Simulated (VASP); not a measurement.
Wanted: the native input for a VASP 6.6.1 run.

```yaml
Task: relaxation of cell and atoms
Functional: PBE
Potentials_or_basis: VASP PAW PBE potentials, release 64 (Ru_pv, Ir)
Cutoff: 600 eV
k_mesh: 14 × 14 × 14
Occupations: gaussian, width 0.1 eV
Spin: no spin polarisation
Dipole_correction: no
Further_INCAR_settings: ALGO = Fast; EDIFF = 1e-07; IBRION = 2; EDIFFG = -0.01; NSW = 100; ISIF = 3
```

The structure of IrRu2 lies in POSCAR:

```
IrRu2
1.0
    0.0000000000      2.9348216183      2.9348216183
    2.9348216183      0.0000000000      2.9348216183
    2.9348216183      2.9348216183      0.0000000000
Ru Ir
2 1
Direct
    0.2500000000      0.2500000000      0.2500000000
    0.7500000000      0.7500000000      0.7500000000
    0.0000000000      0.0000000000      0.0000000000
```

These files were run (other wordings do the same):

INCAR

```
SYSTEM = IrRu2
PREC     = Accurate       ! precision mode
ENCUT    = 600            ! plane-wave cutoff, eV
EDIFF    = 1E-7           ! SCF threshold, eV
ISMEAR   = 0              ! smearing method
SIGMA    = 0.1            ! smearing width, eV
LREAL    = .FALSE.        ! projectors in reciprocal space
LASPH    = .TRUE.         ! aspherical terms in the spheres
NELM     = 100            ! most SCF steps
ALGO     = Fast           ! electronic algorithm
ISIF     = 3              ! what is computed and relaxed
LWAVE    = .FALSE.        ! write WAVECAR
LCHARG   = .FALSE.        ! write CHGCAR
GGA      = PE             ! functional
IBRION   = 2              ! ionic algorithm
NSW      = 100            ! ionic steps
EDIFFG   = -0.01          ! ionic threshold
```

KPOINTS

```
Automatic mesh
0
G
  14 14 14
  0 0 0
```

Potentials or basis: VASP PAW PBE potentials, release 64 (Ru_pv, Ir).

The run is started by

```sh
$ cat potpaw_PBE.64/Ru_pv/POTCAR potpaw_PBE.64/Ir/POTCAR > POTCAR
$ mpirun -np 1 vasp_std > vasp.out
```

It gave:

```json
{
  "Relaxed volume": "16.88 Å³/atom",
  "Relaxed cell": "a = 4.152 Å, b = 4.152 Å, c = 4.152 Å, α = 60.00°, β = 60.00°, γ = 60.00°",
  "Space group after relaxing (to 0.05 Å)": "Fm-3m (No. 225)",
  "Energy gained by relaxing": "0.0 meV/atom",
  "Ionic steps": "3",
  "Pressure after relaxing": "0.0 GPa"
}
```

Run time: 9.6 min on 1 thread of Intel(R) Xeon(R) Platinum 8375C CPU @ 2.90GHz (Ice Lake) (shared host), peak memory 0.32 GiB.
